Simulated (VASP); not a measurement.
Ga, 4 atoms in the cell. It takes space group Cmce (No. 64, orthorhombic). The conventional cell has a = 4.518 Å, b = 7.656 Å, c = 4.541 Å, α = 90.00°, β = 90.00°, γ = 90.00°. Ga (site symmetry m) has 7 Ga at 2.51 to 2.78 Å within 3.3 Å.  This cell differs from its parent crystal: volume scaled by 1.03, then relaxed in part.

| Quantity | Value |
| --- | --- |
| Program | VASP 6.6.1 |
| Task | single point |
| Functional | PBEsol |
| Potentials or basis | VASP PAW PBE potentials, release 64 (Ga_d) |
| Cutoff | 520 eV |
| k mesh | 12 × 12 × 10 |
| Occupations | gaussian, width 0.1 eV |
| Spin | no spin polarisation |
| Dipole correction | no |
| Further INCAR settings | ALGO = Fast; EDIFF = 1e-07; NBANDS = 34 |

Potentials or basis: VASP PAW PBE potentials, release 64 (Ga_d).

Launch:

```sh
$ cat potpaw_PBE.64/Ga_d/POTCAR > POTCAR
$ mpirun -np 1 vasp_std > vasp.out
```

Hardware: 1 thread of AMD EPYC 7R43 64-Core Processor (Zen 3), on a shared host.

Problem. Estimate the wall time of this run.

Solution. Run time: 17 min on 1 thread of AMD EPYC 7R43 64-Core Processor (Zen 3) (shared host), peak memory 0.52 GiB. Counts: scf iterations 14, k points 258.
